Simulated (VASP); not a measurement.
# NiO (Fm-3m) in VASP: notebook

NiO is run at these levels: PBEsol; tasks: relaxation of cell and atoms.

Program: VASP 6.6.1. These are calculated values, not measurements. Logs are shortened: lines on timing, memory, paths and dates and some standing lists are left out, and cuts for length are marked.

**1. The cell of the first run**

The structure is cubic, space group Fm-3m (No. 225). Conventional cell: a = 4.172 Å, b = 4.172 Å, c = 4.172 Å, α = 90.00°, β = 90.00°, γ = 90.00°. Ni (site symmetry m-3m) has 6 O at 2.09 Å within 2.8 Å. Within 2.8 Å of O (site symmetry m-3m) lie 6 Ni at 2.09 Å.

**2. Relaxation of cell and atoms, PBEsol, collinear spin, ferromagnetic start**

INCAR

```
PREC = Accurate ; ENCUT = 600
EDIFF = 1E-6 ; ISMEAR = -1
SIGMA = 0.05 ; LREAL = F
LASPH = T ; NELM = 150
ALGO = Normal ; ISIF = 3
LWAVE = F ; LCHARG = F
ISPIN = 2 ; MAGMOM = 1 0
LORBIT = 11 ; LMAXMIX = 4
GGA = PS ; IBRION = 2
NSW = 80 ; EDIFFG = -0.02
```

KPOINTS

```
regular mesh
0
Gamma
  11 11 11
```

POSCAR

```
NiO
1.0
    0.0000000000      2.0859016414      2.0859016414
    2.0859016414      0.0000000000      2.0859016414
    2.0859016414      2.0859016414      0.0000000000
Ni O
1 1
Direct
    0.0000000000      0.0000000000      0.0000000000
    0.5000000000      0.5000000000      0.5000000000
```

Potentials or basis: VASP PAW PBE potentials, release 64 (Ni, O).

On the command line:

```bash
cat potpaw_PBE.64/Ni/POTCAR potpaw_PBE.64/O/POTCAR > POTCAR
mpirun -np 1 vasp_std > vasp.out
```

OUTCAR:

```text
PREC = Accurate
   ENCUT = 600
   EDIFF = 1E-6
   ISMEAR = -1
   LREAL = F
   LASPH = T
   NELM = 150
   ISIF = 3
   ISPIN = 2
   LORBIT = 11
   GGA = PS
   IBRION = 2
   NSW = 80
   EDIFFG = -0.02

 ion  position               nearest neighbor table
   1  0.000  0.000  0.000-   2 2.09   2 2.09   2 2.09   2 2.09   2 2.09   2 2.09
   2  0.500  0.500  0.500-   1 2.09   1 2.09   1 2.09   1 2.09   1 2.09   1 2.09

  LATTYP: Found a face centered cubic cell.
 ALAT       =     4.1718032828

  Lattice vectors:

 A1 = (   0.0000000000,   2.0859016414,   2.0859016414)
 A2 = (   2.0859016414,   0.0000000000,   2.0859016414)
 A3 = (   2.0859016414,   2.0859016414,   0.0000000000)

Analysis of symmetry for initial positions (statically):
=====================================================================
 Subroutine PRICEL returns:
 Original cell was already a primitive cell.

 Routine SETGRP: Setting up the symmetry group for a
 face centered cubic supercell.

 Subroutine GETGRP returns: Found 48 space group operations
 (whereof 48 operations were pure point group operations)
 out of a pool of 48 trial point group operations.

The static configuration has the point symmetry O_h .

Analysis of symmetry for dynamics (positions and initial velocities):
=====================================================================
 Subroutine PRICEL returns:
 Original cell was already a primitive cell.

 Routine SETGRP: Setting up the symmetry group for a
 face centered cubic supercell.

 Subroutine GETGRP returns: Found 48 space group operations
 (whereof 48 operations were pure point group operations)
 out of a pool of 48 trial point group operations.

The dynamic configuration has the point symmetry O_h .

Analysis of structural, dynamic, and magnetic symmetry:
=====================================================================
 Subroutine PRICEL returns:
 Original cell was already a primitive cell.

 Routine SETGRP: Setting up the symmetry group for a
 face centered cubic supercell.

 Subroutine GETGRP returns: Found 48 space group operations
 (whereof 48 operations were pure point group operations)
 out of a pool of 48 trial point group operations.

The overall configuration has the point symmetry O_h .

 Subroutine INISYM returns: Found 48 space group operations
 (whereof 48 operations are pure point group operations),
 and found     1 'primitive' translations

----------------------------------------------------------------------------------------

[... 121 lines left out ...]
   LEPSILON=     F    determine dielectric tensor
   LRPA    =     F    only Hartree local field effects (RPA)
 conjugate gradient relaxation of ions
 spin polarized calculation
  energy-cutoff  :      600.00
  volume of cell :       18.15
 maximum number of plane-waves:       620
   NGX = 11   NGY = 11   NGZ = 11

--------------------------------------- Ionic step        1  -------------------------------------------

 number of electron      16.0000001 magnetization       1.3435850

 Free energy of the ion-electron system (eV)
  ---------------------------------------------------
  ext. energy  EPLUGINS =         0.00000000
  ---------------------------------------------------
  free energy    TOTEN  =       -12.38820839 eV

  energy without entropy =      -12.37499077  energy(sigma->0) =      -12.38159958

------------------------ aborting loop because EDIFF is reached ----------------------------------------

  FORCE on cell =-STRESS in cart. coord.  units (eV):
  Direction    XX          YY          ZZ          XY          YZ          ZX
  --------------------------------------------------------------------------------------
  -------------------------------------------------------------------------------------
  Total       -0.8858193     -0.8858193     -0.8858193      0.0000000      0.0000000      0.0000000
  in kB      -78.1887448    -78.1887448    -78.1887448      0.0000000      0.0000000      0.0000000
  external PRESSURE =     -78.1887448 kB  Pullay stress =       0.0000000 kB
[... 59 lines left out ...]
--------------------------------------- Ionic step        3  -------------------------------------------

 number of electron      15.9999988 magnetization       1.2390533

 Free energy of the ion-electron system (eV)
  ---------------------------------------------------
  ext. energy  EPLUGINS =         0.00000000
  ---------------------------------------------------
  free energy    TOTEN  =       -12.40682139 eV

  energy without entropy =      -12.39336184  energy(sigma->0) =      -12.40009162

 E-fermi :   8.4315     XC(G=0): -13.2063

 val. band max:        8.3947597941   @ k =   0.3636   0.1818   0.0909
 cond. band min:       8.4320939787   @ k =  -0.4545   0.3636   0.0909
 fundamental gap:      0.0373341846
 Fermi energy:         8.4315478205

 spin component 1

 k-point     1 :       0.0000    0.0000    0.0000
  band No.  band energies     occupation
      1     -12.4408      1.00000
      2       5.0960      1.00000
      3       5.0960      1.00000
      4       5.0960      1.00000
      5       5.7141      1.00000
      6       5.7142      1.00000
      7       5.9210      1.00000
      8       5.9210      1.00000
      9       5.9210      1.00000
     10      10.1114      0.00000
     11      26.1526      0.00000
     12      27.5646      0.00000
     13      27.5646      0.00000
[... 356 lines left out ...]
      2       1.4212      1.00000
      3       2.7671      1.00000
      4       3.2629      1.00000
      5       6.2990      1.00000
      6       6.3046      1.00000
      7       6.9450      1.00000
      8       7.0594      1.00000
      9       8.6405      0.01507
     10      13.8107      0.00000
     11      20.6648      0.00000
     12      21.8706      0.00000
     13      25.1375      0.00000

 [... further k-points ...]

 spin component 2

 k-point     1 :       0.0000    0.0000    0.0000
  band No.  band energies     occupation
      1     -12.1504      1.00000
      2       5.4392      1.00000
      3       5.4392      1.00000
      4       5.4392      1.00000
      5       6.5647      1.00000
      6       6.5647      1.00000
      7       6.5647      1.00000
      8       7.3741      1.00000
      9       7.3741      1.00000
     10      10.3617      0.00000
     11      26.1291      0.00000
     12      27.7547      0.00000
     13      27.7547      0.00000
[... 397 lines left out ...]
  FREE ENERGIE OF THE ION-ELECTRON SYSTEM (eV)
  ---------------------------------------------------
  free  energy   TOTEN  =       -12.4068213908 eV

  energy  without entropy=      -12.3933618438  energy(sigma->0) =      -12.40009162

 reached required accuracy - stopping structural energy minimisation

 total charge

# of ion       s       p       d       tot
------------------------------------------
    1        0.349   0.440   8.331   9.119
    2        1.554   3.395   0.000   4.950
--------------------------------------------------
tot          1.903   3.835   8.331  14.069

 magnetization (x)

# of ion       s       p       d       tot
------------------------------------------
    1        0.010   0.014   1.011   1.035
    2        0.024   0.149   0.000   0.173
--------------------------------------------------
tot          0.034   0.163   1.011   1.208
```

Wall time 2.1 min (1 thread of Intel Xeon 8259CL, shared host); peak memory 0.17 GiB.

What came out:

- Free energy: -12.4068 eV
- Relaxed volume: 8.71 Å³/atom
- Relaxed cell: a = 2.910 Å, b = 2.910 Å, c = 2.910 Å, α = 60.00°, β = 60.00°, γ = 60.00°
- Space group after relaxing (to 0.1 Å): Fm-3m (No. 225)
- Energy gained by relaxing: 9.3 meV/atom
- Ionic steps: 3
- Pressure after relaxing: 0.1 GPa
- Net moment: 1.24 μB per cell
- Site moments: Ni +1.03; O +0.17 μB
- Valence electrons inside the program's atomic spheres: Ni 9.12; O 4.95

Step by step:
```tsv
step	energy change (eV)	largest force (eV/Å)	pressure (GPa)	volume (Å³)
1	0.0000	0.0000	-7.82	18.15
2	-0.0121	0.0000	5.21	17.01
3	-0.0186	0.0000	0.08	17.42
```

Final structure:
```yaml
crystal:
  lattice:
    - [0.00000, 2.05747, 2.05747]
    - [2.05747, 0.00000, 2.05747]
    - [2.05747, 2.05747, 0.00000]
  atoms:
    - { symbol: Ni, position: [0.00000, 0.00000, 0.00000] }
    - { symbol: O, position: [0.50000, 0.50000, 0.50000] }
```

Caveat: the PAW data sets were made with another functional, which shifts forces and pressure a little; a cell with one magnetic atom can't hold antiferromagnetic order, which such compounds often take; semilocal functionals often make such compounds metallic where correlation or magnetic order opens a gap, which also shifts bond lengths. With open d or f shells a metallic result of PBEsol can be an artefact of self-interaction; +U or a hybrid may open a gap.

**3. Relaxation of cell and atoms, PBEsol, collinear spin, ferromagnetic start, target pressure 5 GPa, at which the enthalpy is minimised**

INCAR

```
SYSTEM = NiO
PREC     = Accurate       ! precision mode
ENCUT    = 600            ! plane-wave cutoff, eV
EDIFF    = 1E-7           ! SCF threshold, eV
ISMEAR   = -1             ! smearing method
SIGMA    = 0.05           ! smearing width, eV
LREAL    = .FALSE.        ! projectors in reciprocal space
LASPH    = .TRUE.         ! aspherical terms in the spheres
NELM     = 150            ! most SCF steps
ALGO     = Normal         ! electronic algorithm
ISIF     = 3              ! what is computed and relaxed
LWAVE    = .FALSE.        ! write WAVECAR
LCHARG   = .FALSE.        ! write CHGCAR
ISPIN    = 2              ! spin polarisation
MAGMOM   = 1 0            ! initial moments
LORBIT   = 11             ! projections on sites
LMAXMIX  = 4              ! l up to which the mixer works
GGA      = PS             ! functional
IBRION   = 2              ! ionic algorithm
NSW      = 80             ! ionic steps
EDIFFG   = -0.02          ! ionic threshold
PSTRESS  = 50.0
```

KPOINTS

```
Automatic mesh
0
G
  11 11 11
  0 0 0
```

POSCAR is that of step 2.

Potentials or basis: VASP PAW PBE potentials, release 64 (Ni, O).

On the command line:

```bash
cat potpaw_PBE.64/Ni/POTCAR potpaw_PBE.64/O/POTCAR > POTCAR
mpirun -np 1 vasp_std > vasp.out
```

Wall time 14 min (1 thread of Intel Xeon 8259CL, shared host); peak memory 0.19 GiB.

The run converged. Its results:

| Quantity | Value |
| --- | --- |
| Free energy | -12.3931 eV |
| Relaxed volume | 8.41 Å³/atom |
| Relaxed cell | a = 2.876 Å, b = 2.876 Å, c = 2.876 Å, α = 60.00°, β = 60.00°, γ = 60.00° |
| Space group after relaxing (to 0.1 Å) | Fm-3m (No. 225) |
| Energy change on relaxing (the run minimises the enthalpy) | -2.4 meV/atom |
| Ionic steps | 10 |
| Pressure after relaxing | 5.0 GPa |
| Band gap on the k mesh | zero (filled and empty bands overlap) |
| Net moment | 0.00 μB per cell |
| Valence electrons inside the program's atomic spheres | Ni 9.22; O 4.95 |

Step by step:
```csv
step,energy change (eV),largest force (eV/Å),pressure (GPa),volume (Å³)
1,0.0000,0.0000,-7.87,18.15
2,-0.0348,0.0000,-21.37,16.30
3,2.8762,0.0000,238.01,11.52
4,0.1198,0.0000,28.94,15.58
5,0.0675,0.0000,21.41,15.91
6,0.0438,0.0000,17.42,16.11
7,0.0337,0.0000,15.53,16.20
8,0.0291,0.0000,14.60,16.25
9,-0.0068,0.0000,-3.67,17.43
10,-0.0049,0.0000,4.96,16.82
```

Final structure:
```cif
data_structure
_symmetry_space_group_name_H-M 'P 1'
_symmetry_Int_Tables_number 1
_cell_length_a 2.8759
_cell_length_b 2.8759
_cell_length_c 2.8759
_cell_angle_alpha 60.000
_cell_angle_beta 60.000
_cell_angle_gamma 60.000
_cell_volume 16.82
loop_
_atom_site_label
_atom_site_type_symbol
_atom_site_fract_x
_atom_site_fract_y
_atom_site_fract_z
_atom_site_occupancy
Ni1 Ni 0.00000 0.00000 0.00000 1
O1 O 0.50000 0.50000 0.50000 1
```

Levels at points of the mesh, in eV from the Fermi level:
Spin up:
| k point | band 5 | band 6 | band 7 | band 8 | band 9 | band 10 | band 11 | band 12 |
| --- | --- | --- | --- | --- | --- | --- | --- | --- |
| (0.00, 0.00, 0.00) | -2.12 | -2.12 | -2.12 | -1.80 | -1.80 | 2.00 | 17.84 | 19.55 |
Spin down:
```tsv
k point	band 5	band 6	band 7	band 8	band 9	band 10	band 11	band 12
(0.00, 0.00, 0.00)	-2.12	-2.12	-2.12	-1.80	-1.80	2.00	17.84	19.55
```

Caveat: the cell is relaxed towards a set pressure, so the run minimises the enthalpy, not the energy; the moments typed at the start vanished in this run; the PAW data sets were made with another functional, which shifts forces and pressure a little; semilocal functionals often make such compounds metallic where correlation or magnetic order opens a gap, which also shifts bond lengths. With open d or f shells a metallic result of PBEsol can be an artefact of self-interaction; +U or a hybrid may open a gap.

The gap in the log of VASP goes by the Fermi energy; the results here count the filled bands.